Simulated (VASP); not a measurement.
# Nb (Fm-3m) in VASP: further runs

Runs on Nb. Level: r2SCAN. Tasks: single point.

Program: VASP 6.6.1. These are calculated values, not measurements. Logs are shortened: lines on timing, memory, paths and dates and some standing lists are left out, and cuts for length are marked.

**1. The cell of the first run**

It takes space group Fm-3m (No. 225, cubic). The conventional cell has a = 3.975 Å, b = 3.975 Å, c = 3.975 Å, α = 90.00°, β = 90.00°, γ = 90.00°. Nb (site symmetry m-3m) has 12 Nb at 2.81 Å within 3.7 Å.

This isn't the form of Nb at room conditions, which is bcc.

**2. Single point, r2SCAN**

File POSCAR:

```
Nb
1.0
    0.0000000000      1.9875340204      1.9875340204
    1.9875340204      0.0000000000      1.9875340204
    1.9875340204      1.9875340204      0.0000000000
Nb
1
Direct
    0.0000000000      0.0000000000      0.0000000000
```

File INCAR.step1:

```
SYSTEM = Nb
PREC     = Accurate       ! precision mode
ENCUT    = 550            ! plane-wave cutoff, eV
ISMEAR   = 1              ! smearing method
SIGMA    = 0.05           ! smearing width, eV
LREAL    = .False.        ! projectors in reciprocal space
LASPH    = .True.         ! aspherical terms in the spheres
NELM     = 120            ! most SCF steps
NBANDS   = 12             ! bands
GGA      = PE             ! functional
ALGO     = Normal         ! electronic algorithm
EDIFF    = 1E-5           ! SCF threshold, eV
LWAVE    = .True.         ! write WAVECAR
LCHARG   = .False.        ! write CHGCAR
GGA_COMPAT= .False.
```

File INCAR.step2:

```
SYSTEM = Nb
PREC     = Accurate       ! precision mode
ENCUT    = 550            ! plane-wave cutoff, eV
EDIFF    = 1E-6           ! SCF threshold, eV
ISMEAR   = 1              ! smearing method
SIGMA    = 0.05           ! smearing width, eV
LREAL    = .False.        ! projectors in reciprocal space
LASPH    = .True.         ! aspherical terms in the spheres
NELM     = 120            ! most SCF steps
ALGO     = Normal         ! electronic algorithm
ISIF     = 2              ! what is computed and relaxed
LWAVE    = .False.        ! write WAVECAR
LCHARG   = .False.        ! write CHGCAR
METAGGA  = R2SCAN         ! meta-GGA
LMIXTAU  = .True.       
NBANDS   = 12             ! bands
ISTART   = 1            
GGA_COMPAT= .False.
```

File KPOINTS:

```
regular mesh
0
Gamma
  7 7 7
  0 0 0
```

Potentials or basis: VASP PAW PBE potentials, release 64 (Nb_sv).

On the command line:

```bash
$ cat potpaw_PBE.64/Nb_sv/POTCAR > POTCAR
$ cp INCAR.step1 INCAR
$ mpirun -np 1 vasp_std > vasp.out
$ cp INCAR.step2 INCAR
$ mpirun -np 1 vasp_std > vasp.out
```

OUTCAR:

```text
SYSTEM = Nb
   PREC = Accurate
   ENCUT = 550
   EDIFF = 1E-6
   ISMEAR = 1
   LREAL = .False.
   LASPH = .True.
   NELM = 120
   ISIF = 2
   METAGGA = R2SCAN
   ISTART = 1

 ion  position               nearest neighbor table
   1  0.000  0.000  0.000-

  LATTYP: Found a face centered cubic cell.
 ALAT       =     3.9750680408

  Lattice vectors:

 A1 = (   0.0000000000,   1.9875340204,   1.9875340204)
 A2 = (   1.9875340204,   0.0000000000,   1.9875340204)
 A3 = (   1.9875340204,   1.9875340204,   0.0000000000)

Analysis of symmetry for initial positions (statically):
=====================================================================
 Subroutine PRICEL returns:
 Original cell was already a primitive cell.

 Routine SETGRP: Setting up the symmetry group for a
 face centered cubic supercell.

 Subroutine GETGRP returns: Found 48 space group operations
 (whereof 48 operations were pure point group operations)
 out of a pool of 48 trial point group operations.

The static configuration has the point symmetry O_h .

Analysis of symmetry for dynamics (positions and initial velocities):
=====================================================================
 Subroutine PRICEL returns:
 Original cell was already a primitive cell.

 Routine SETGRP: Setting up the symmetry group for a
 face centered cubic supercell.

 Subroutine GETGRP returns: Found 48 space group operations
 (whereof 48 operations were pure point group operations)
 out of a pool of 48 trial point group operations.

The dynamic configuration has the point symmetry O_h .

 Subroutine INISYM returns: Found 48 space group operations
 (whereof 48 operations are pure point group operations),
 and found     1 'primitive' translations

----------------------------------------------------------------------------------------

                                     Primitive cell

  volume of cell :      15.7027

  direct lattice vectors                    reciprocal lattice vectors
     0.000000000  1.987534020  1.987534020    -0.251568021  0.251568021  0.251568021
     1.987534020  0.000000000  1.987534020     0.251568021 -0.251568021  0.251568021
     1.987534020  1.987534020  0.000000000     0.251568021  0.251568021 -0.251568021

  length of vectors
     2.810797567  2.810797567  2.810797567     0.435728594  0.435728594  0.435728594

  position of ions in fractional coordinates (direct lattice)
     0.000000000  0.000000000  0.000000000

  ion indices of the primitive-cell ions
   primitive index   ion index
                 1           1

----------------------------------------------------------------------------------------

 KPOINTS: regular mesh

Automatic generation of k-mesh.
 Grid dimensions read from file:
 generate k-points for:    7    7    7

 Generating k-lattice:

  Cartesian coordinates                     Fractional coordinates (reciprocal lattice)
    -0.035938289  0.035938289  0.035938289     0.142857143  0.000000000  0.000000000
     0.035938289 -0.035938289  0.035938289     0.000000000  0.142857143  0.000000000
     0.035938289  0.035938289 -0.035938289     0.000000000  0.000000000  0.142857143

  Length of vectors
     0.062246942  0.062246942  0.062246942

  Shift w.r.t. Gamma in fractional coordinates (k-lattice)
     0.000000000  0.000000000  0.000000000

 Subroutine IBZKPT returns following result:
 ===========================================

 Found     20 irreducible k-points:

 Following reciprocal coordinates:
            Coordinates               Weight
  0.000000  0.000000  0.000000      1.000000
  0.142857  0.000000  0.000000      8.000000
  0.285714  0.000000  0.000000      8.000000
  0.428571  0.000000  0.000000      8.000000
  0.142857  0.142857  0.000000      6.000000
  0.285714  0.142857  0.000000     24.000000
[... 12 lines left out ...]
 -0.428571  0.428571  0.142857     24.000000
 -0.285714  0.428571  0.142857     24.000000
   k-points           NKPTS =     20   k-points in BZ     NKDIM =     20   number of bands    NBANDS=     12
   number of dos      NEDOS =    301   number of ions     NIONS =      1
   total plane-waves  NPLWV =  13824
   dimension x,y,z NGX =    24 NGY =   24 NGZ =   24
   dimension x,y,z NGXF=    48 NGYF=   48 NGZF=   48
   ions per type =               1
   NGX,Y,Z   is equivalent  to a cutoff of  14.19, 14.19, 14.19 a.u.
   NGXF,Y,Z  is equivalent  to a cutoff of  28.39, 28.39, 28.39 a.u.
 SYSTEM =  Nb
   PREC   = accura    normal or accurate (medium, high low for compatibility)
   ISTART =      1    job   : 0-new  1-cont  2-samecut
   ICHARG =      0    charge: 1-file 2-atom 10-const
   ISPIN  =      1    spin polarized calculation?
   LNONCOLLINEAR =      F non collinear calculations
   LSORBIT =      F    spin-orbit coupling
   LASPH  =      T    aspherical Exc in radial PAW
   ENCUT  =  550.0 eV  40.42 Ry    6.36 a.u.   5.37  5.37  5.37*2*pi/ulx,y,z
   NELM   =    120;   NELMIN=  2; NELMDL=  0     # of ELM steps
   EDIFF  = 0.1E-05   stopping-criterion for ELM
   LREAL  =      F    real-space projection
   EDIFFG = 0.1E-04   stopping-criterion for IOM
   NSW    =      0    number of steps for IOM
   IBRION =     -1    ionic relax: 0-MD 1-quasi-New 2-CG
   NFREE  =      0    steps in history (QN), initial steepest desc. (CG)
   ISIF   =      2    stress and relaxation
   ISYM   =      2    0-nonsym 1-usesym 2-fastsym
   POTIM  = 0.5000    time-step for ionic-motion
   TEBEG  =    0.0;   TEEND  =   0.0 temperature during run
   PSTRESS=    0.0 pullay stress
   NELECT =      13.0000    total number of electrons
   NUPDOWN=      -1.0000    fix difference up-down
   EMIN   =  10.00;   EMAX   =-10.00  energy-range for DOS
   EFERMI =   0.00;   METHOD = LEGACY
   ISMEAR =     1;   SIGMA  =   0.05  broadening in eV -4-tet -1-fermi 0-gaus
   EFERMI_NEDOS =   21; number of points for ismear=-14 and -15
   IALGO  =     38    algorithm
   IMIX   =      4    mixing-type and parameters
     AMIX     =   0.40;   BMIX     =  1.00
     AMIX_MAG =   1.60;   BMIX_MAG =  1.00
  volume/ion in A,a.u.               =      15.70       105.97
  Fermi-wavevector in a.u.,A,eV,Ry     =   1.537204  2.904893 32.150495  2.362995
  Thomas-Fermi vector in A             =   2.643745
   LORBIT       =      0    0 simple, 1 ext, 2 COOP (PROOUT), +10 PAW based schemes
   METAGGA = R2SCAN    functional components
   LHFCALC =     F    Hartree Fock is set to
   AEXX    =    0.0000 exact exchange contribution
   IVDW    =     0    specifies the selected vdW correction
   LEPSILON=     F    determine dielectric tensor
   LRPA    =     F    only Hartree local field effects (RPA)
 non-spin polarized calculation
 Methfessel and Paxton  Order N= 1 SIGMA  =   0.05
  energy-cutoff  :      550.00
  volume of cell :       15.70
 maximum number of plane-waves:       471
 NGX is ok and might be reduce to    24
   NGX = 11   NGY = 11   NGZ = 11

 number of electron      13.0000000 magnetization

 Free energy of the ion-electron system (eV)
  ---------------------------------------------------
  ext. energy  EPLUGINS =         0.00000000
  ---------------------------------------------------
  free energy    TOTEN  =       -24.22618276 eV

  energy without entropy =      -24.22585212  energy(sigma->0) =      -24.22607254

 E-fermi :  13.8194     XC(G=0): -14.4358

 val. band max:       13.6042527536   @ k =   0.0000   0.0000   0.0000
 cond. band min:      13.8341837693   @ k =   0.2857   0.1429   0.0000
 fundamental gap:      0.2299310157
 Fermi energy:        13.8193927282

 k-point     1 :       0.0000    0.0000    0.0000
  band No.  band energies     occupation
      1     -42.8813      2.00000
      2     -17.0431      2.00000
      3     -17.0431      2.00000
      4     -17.0431      2.00000
      5       6.7428      2.00000
      6      13.6043      2.00000
      7      13.6043      2.00000
      8      13.6043      2.00000
      9      17.1460      0.00000
     10      17.1460      0.00000
     11      25.9949      0.00000
     12      32.1039      0.00000

 k-point     2 :       0.1429    0.0000    0.0000
  band No.  band energies     occupation
      1     -42.8031      2.00000
      2     -17.4887      2.00000
      3     -17.0954      2.00000
      4     -17.0954      2.00000
      5       7.6519      2.00000
      6      12.9509      2.00000
      7      13.9783     -0.00007
      8      13.9783     -0.00007
      9      16.8184      0.00000
     10      16.8184      0.00000
     11      27.6958      0.00000
     12      29.7768      0.00000

 k-point     3 :       0.2857    0.0000    0.0000
  band No.  band energies     occupation
      1     -42.6230      2.00000
      2     -18.4275      2.00000
      3     -17.2105      2.00000
      4     -17.2105      2.00000
      5       8.9869      2.00000
      6      13.0478      2.00000
      7      13.9812     -0.00005
      8      13.9813     -0.00005
      9      17.5021      0.00000
     10      17.5021      0.00000
     11      26.4408      0.00000
     12      31.5876      0.00000
[... 226 lines left out ...]
 k-point    19 :      -0.4286    0.4286    0.1429
  band No.  band energies     occupation
      1     -42.3345      2.00000
      2     -18.8216      2.00000
      3     -18.0193      2.00000
      4     -17.7691      2.00000
      5       9.4592      2.00000
      6      10.2692      2.00000
      7      14.4448     -0.00000
      8      17.6009      0.00000
      9      19.6604      0.00000
     10      23.2333      0.00000
     11      27.7357      0.00000
     12      28.1264      0.00000

 k-point    20 :      -0.2857    0.4286    0.1429
  band No.  band energies     occupation
      1     -42.3213      2.00000
      2     -18.5552      2.00000
      3     -18.4286      2.00000
      4     -17.7347      2.00000
      5      10.1152      2.00000
      6      11.4681      2.00000
      7      13.0351      2.00000
      8      16.2267      0.00000
      9      19.6764      0.00000
     10      24.8264      0.00000
     11      26.6340      0.00000
     12      28.9632      0.00000

------------------------ aborting loop because EDIFF is reached ----------------------------------------

  FORCE on cell =-STRESS in cart. coord.  units (eV):
  Direction    XX          YY          ZZ          XY          YZ          ZX
  --------------------------------------------------------------------------------------
  -------------------------------------------------------------------------------------
  Total        3.8728014      3.8728014      3.8728014      0.0000000      0.0000000     -0.0000000
  in kB      395.1501009    395.1501009    395.1501009      0.0000000      0.0000000     -0.0000000
  external PRESSURE =     395.1501009 kB  Pullay stress =       0.0000000 kB

 VOLUME and BASIS-vectors are now :
 -----------------------------------------------------------------------------
  energy-cutoff  :      550.00
  volume of cell :       15.70
      direct lattice vectors                 reciprocal lattice vectors
     0.000000000  1.987534020  1.987534020    -0.251568021  0.251568021  0.251568021
     1.987534020  0.000000000  1.987534020     0.251568021 -0.251568021  0.251568021
     1.987534020  1.987534020  0.000000000     0.251568021  0.251568021 -0.251568021

 POSITION                                       TOTAL-FORCE (eV/Angst)
 -----------------------------------------------------------------------------------
      0.00000      0.00000      0.00000         0.000000     -0.000000      0.000000
 -----------------------------------------------------------------------------------
    total drift:                                0.000000      0.000000     -0.000000

  FREE ENERGIE OF THE ION-ELECTRON SYSTEM (eV)
  ---------------------------------------------------
  free  energy   TOTEN  =       -24.2261827590 eV

  energy  without entropy=      -24.2258521156  energy(sigma->0) =      -24.22607254
```

It took 11 s on 1 thread of Intel Xeon 6975P-C (Granite Rapids), shared host; peak memory 0.14 GiB.

What came out:

```
Free energy            : -24.2262 eV
Pressure               : 39.5 GPa
Band gap on the k mesh : zero (an odd number of electrons rules out a gap without spin polarisation)
```

Caveat: the k points lie up to 0.39 Å⁻¹ apart, too coarse for converged energies and pressures of a metal; the PAW data sets were made with another functional, which shifts forces and pressure a little.

**3. Single point, r2SCAN**

This run uses another cell than the first one, of 14.86 Å³/atom.

File POSCAR:

```
Nb
1.0
    0.0000000000      1.9514979190      1.9514979190
    1.9514979190      0.0000000000      1.9514979190
    1.9514979190      1.9514979190      0.0000000000
Nb
1
Direct
    0.0000000000      0.0000000000      0.0000000000
```

File INCAR.step1:

```
  ALGO = Normal
  EDIFF = 1E-5
  ENCUT = 550
  GGA = PE
  GGA_COMPAT = F
  ISMEAR = 1
  LASPH = T
  LCHARG = F
  LREAL = F
  LWAVE = T
  NBANDS = 12
  NELM = 120
  PREC = Accurate
  SIGMA = 0.05
```

File INCAR.step2:

```
  ALGO = Normal
  EDIFF = 1E-6
  ENCUT = 550
  GGA_COMPAT = F
  ISIF = 2
  ISMEAR = 1
  ISTART = 1
  LASPH = T
  LCHARG = F
  LMIXTAU = T
  LREAL = F
  LWAVE = F
  METAGGA = R2SCAN
  NBANDS = 12
  NELM = 120
  PREC = Accurate
  SIGMA = 0.05
```

File KPOINTS:

```
k-points
0
Gamma
  7 7 7
```

Potentials or basis: VASP PAW PBE potentials, release 64 (Nb_sv).

On the command line:

```bash
$ cat potpaw_PBE.64/Nb_sv/POTCAR > POTCAR
$ cp INCAR.step1 INCAR
$ mpirun -np 1 vasp_std > vasp.out
$ cp INCAR.step2 INCAR
$ mpirun -np 1 vasp_std > vasp.out
```

Run time: 10 s. Hardware: 1 thread of Intel Xeon 6975P-C (Granite Rapids), shared host; peak memory 0.14 GiB.

It converged, with:

| Item | Value |
| --- | --- |
| Free energy | -23.9685 eV |
| Pressure | 59.6 GPa |
| Band gap on the k mesh | zero (an odd number of electrons rules out a gap without spin polarisation) |

Levels at points of the mesh, in eV from the Fermi level:
```csv
k point,band 3,band 4,band 5,band 6,band 7,band 8,band 9,band 10
"(0.00, 0.00, 0.00)",-30.61,-30.61,-7.03,-0.22,-0.22,-0.22,3.58,3.58
```

Caveat: the k points lie up to 0.40 Å⁻¹ apart, too coarse for converged energies and pressures of a metal; the PAW data sets were made with another functional, which shifts forces and pressure a little.

**4. Single point, r2SCAN**

This run uses another cell than the first one, of 16.86 Å³/atom.

File POSCAR:

```
Nb
1.0
    0.0000000000      2.0350484469      2.0350484469
    2.0350484469      0.0000000000      2.0350484469
    2.0350484469      2.0350484469      0.0000000000
Nb
1
Direct
    0.0000000000      0.0000000000      0.0000000000
```

File INCAR.step1:

```
PREC = Accurate ; ENCUT = 550
ISMEAR = 1 ; SIGMA = 0.05
LREAL = False ; LASPH = True
NELM = 120 ; NBANDS = 12
GGA = PE ; ALGO = Normal
EDIFF = 1E-5 ; LWAVE = True
LCHARG = False ; GGA_COMPAT = False
```

File INCAR.step2:

```
PREC = Accurate ; ENCUT = 550
EDIFF = 1E-6 ; ISMEAR = 1
SIGMA = 0.05 ; LREAL = False
LASPH = True ; NELM = 120
ALGO = Normal ; ISIF = 2
LWAVE = False ; LCHARG = True
METAGGA = R2SCAN ; LMIXTAU = True
LELF = True ; LVHAR = True
NBANDS = 12 ; ISTART = 1
GGA_COMPAT = False
```

File KPOINTS:

```
regular mesh
0
Gamma
  7 7 7
```

On the command line:

```bash
$ cat potpaw_PBE.64/Nb_sv/POTCAR > POTCAR
$ cp INCAR.step1 INCAR
$ mpirun -np 1 vasp_std > vasp.out
$ cp INCAR.step2 INCAR
$ mpirun -np 1 vasp_std > vasp.out
```

Wall time 11 s (1 thread of Intel Xeon 6975P-C (Granite Rapids), shared host); peak memory 0.14 GiB.

It converged, with:

```
Free energy            : -24.4390 eV
Pressure               : 19.8 GPa
Band gap on the k mesh : zero (an odd number of electrons rules out a gap without spin polarisation)
```

Levels at points of the mesh, in eV from the Fermi level:
```csv
k point,band 3,band 4,band 5,band 6,band 7,band 8,band 9,band 10
"(0.00, 0.00, 0.00)",-31.02,-31.02,-6.92,-0.06,-0.06,-0.06,3.18,3.18
```

Caveat: the k points lie up to 0.38 Å⁻¹ apart, too coarse for converged energies and pressures of a metal; the PAW data sets were made with another functional, which shifts forces and pressure a little.

**5. Single point, r2SCAN**

This run uses another cell than the first one, of 18.63 Å³/atom.

File POSCAR:

```
Nb
1.0
    0.0000000000      2.1039081494      2.1039081494
    2.1039081494      0.0000000000      2.1039081494
    2.1039081494      2.1039081494      0.0000000000
Nb
1
Direct
    0.0000000000      0.0000000000      0.0000000000
```

File INCAR.step1:

```
SYSTEM = Nb
PREC = Accurate
ENCUT = 550
ISMEAR = 1
SIGMA = 0.05
LREAL = .False.
LASPH = .True.
NELM = 120
NBANDS = 12
GGA = PE
ALGO = Normal
EDIFF = 1E-5
LWAVE = .True.
LCHARG = .False.
GGA_COMPAT = .False.
```

File INCAR.step2:

```
SYSTEM = Nb
PREC = Accurate
ENCUT = 550
EDIFF = 1E-6
ISMEAR = 1
SIGMA = 0.05
LREAL = .False.
LASPH = .True.
NELM = 120
ALGO = Normal
ISIF = 2
LWAVE = .False.
LCHARG = .False.
METAGGA = R2SCAN
LMIXTAU = .True.
NBANDS = 12
ISTART = 1
GGA_COMPAT = .False.
```

File KPOINTS:

```
Automatic mesh
0
Gamma
  7 7 7
  0 0 0
```

On the command line:

```bash
$ cat potpaw_PBE.64/Nb_sv/POTCAR > POTCAR
$ cp INCAR.step1 INCAR
$ mpirun -np 1 vasp_std > vasp.out
$ cp INCAR.step2 INCAR
$ mpirun -np 1 vasp_std > vasp.out
```

It took 11 s on 1 thread of Intel Xeon 6975P-C (Granite Rapids), shared host; peak memory 0.14 GiB.

It converged, with:

```yaml
Free_energy: -24.5365 eV
Pressure: 0.0 GPa
Band_gap_on_the_k_mesh: zero (an odd number of electrons rules out a gap without spin polarisation)
```

Levels at points of the mesh, in eV from the Fermi level:
```csv
k point,band 2,band 3,band 4,band 5,band 6,band 7,band 8,band 9,band 10,band 11
"(0.00, 0.00, 0.00)",-31.28,-31.28,-31.28,-6.66,0.09,0.09,0.09,2.95,2.95,12.21
```

Caveat: the k points lie up to 0.37 Å⁻¹ apart, too coarse for converged energies and pressures of a metal; the PAW data sets were made with another functional, which shifts forces and pressure a little.

**6. Overview**

```csv
cell,gap on the mesh (eV),pressure (GPa)
"a = 2.811 Å, angles 60.0°, 1 atom",none,39.5
"a = 2.760 Å, angles 60.0°, 1 atom",none,59.6
"a = 2.878 Å, angles 60.0°, 1 atom",none,19.8
"a = 2.975 Å, angles 60.0°, 1 atom",none,0.0
```

Alike in all rows: task single point; level r2SCAN; potentials or basis VASP PAW PBE potentials, release 64 (Nb_sv); no spin polarisation; k mesh 7 × 7 × 7; cutoff (eV) 550; smearing methfessel-paxton 0.05 eV.

Caveats: all runs use coarse meshes; the PAW data sets were made with another functional, which shifts forces and pressure a little.

Absolute energies hang on the potentials; compare differences alone.
